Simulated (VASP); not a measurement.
Wanted: the native input for a VASP 6.6.1 run.

```
Task                   : single point
Functional             : PBEsol
Potentials or basis    : VASP PAW PBE potentials, release 64 (Ga_d, Al, N)
Cutoff                 : 520 eV
k mesh                 : 6 × 6 × 1
Occupations            : fermi-dirac, width 0.05 eV
Spin                   : no spin polarisation
Dipole correction      : no
Further INCAR settings : ALGO = Normal; EDIFF = 1e-06; NBANDS = 76
```

The structure of Al5GaN6 (an interface model) lies in POSCAR:

```
Al5GaN6
1.0
    3.1138160000      0.0000000000      0.0000000000
   -1.5569080000      2.6966440000      0.0000000000
    0.0000000000      0.0000000000     30.6364050000
Ga Al N
2 10 12
Direct
    0.6666670000      0.3333330000      0.0859530000
    0.3333330000      0.6666670000      0.1719590000
    0.6666670000      0.3333330000      0.2571740000
    0.6666670000      0.3333330000      0.4227720000
    0.6666670000      0.3333330000      0.5883690000
    0.6666670000      0.3333330000      0.7539670000
    0.6666670000      0.3333330000      0.9195640000
    0.3333330000      0.6666670000      0.3399730000
    0.3333330000      0.6666670000      0.5055700000
    0.3333330000      0.6666670000      0.6711680000
    0.3333330000      0.6666670000      0.8367650000
    0.3333330000      0.6666670000      0.0023630000
    0.3333330000      0.6666670000      0.0647300000
    0.3333330000      0.6666670000      0.2367430000
    0.3333330000      0.6666670000      0.4023400000
    0.3333330000      0.6666670000      0.5679380000
    0.3333330000      0.6666670000      0.7335350000
    0.3333330000      0.6666670000      0.8991330000
    0.6666670000      0.3333330000      0.1507360000
    0.6666670000      0.3333330000      0.3195410000
    0.6666670000      0.3333330000      0.4851390000
    0.6666670000      0.3333330000      0.6507360000
    0.6666670000      0.3333330000      0.8163340000
    0.6666670000      0.3333330000      0.9819310000
```

These files were run (other wordings do the same):

INCAR

```
ALGO     = Normal         # electronic algorithm
EDIFF    = 1E-6           # SCF threshold, eV
ENCUT    = 520            # plane-wave cutoff, eV
GGA      = PS             # functional
GGA_COMPAT= F            
ISIF     = 2              # what is computed and relaxed
ISMEAR   = -1             # smearing method
LASPH    = T              # aspherical terms in the spheres
LCHARG   = T              # write CHGCAR
LELF     = T              # ELF
LREAL    = F              # projectors in reciprocal space
LVHAR    = T            
LWAVE    = F              # write WAVECAR
NBANDS   = 76             # bands
NELM     = 120            # most SCF steps
PREC     = Accurate       # precision mode
SIGMA    = 0.05           # smearing width, eV
```

KPOINTS

```
k-points
0
Gamma
  6 6 1
```

Potentials or basis: VASP PAW PBE potentials, release 64 (Ga_d, Al, N).

Run with:

```bash
$ cat potpaw_PBE.64/Ga_d/POTCAR potpaw_PBE.64/Al/POTCAR potpaw_PBE.64/N/POTCAR > POTCAR
$ mpirun -np 1 vasp_std > vasp.out
```

It gave:

- Pressure: -1.8 GPa
- Largest force: 0.634 eV/Å
- Band gap on the k mesh: 2.99 eV

Caveat: the PAW data sets were made with another functional, which shifts forces and pressure a little.

It took 4.5 min on 1 thread of Intel Xeon 8259CL, with other jobs on the host, peak memory 0.42 GiB.
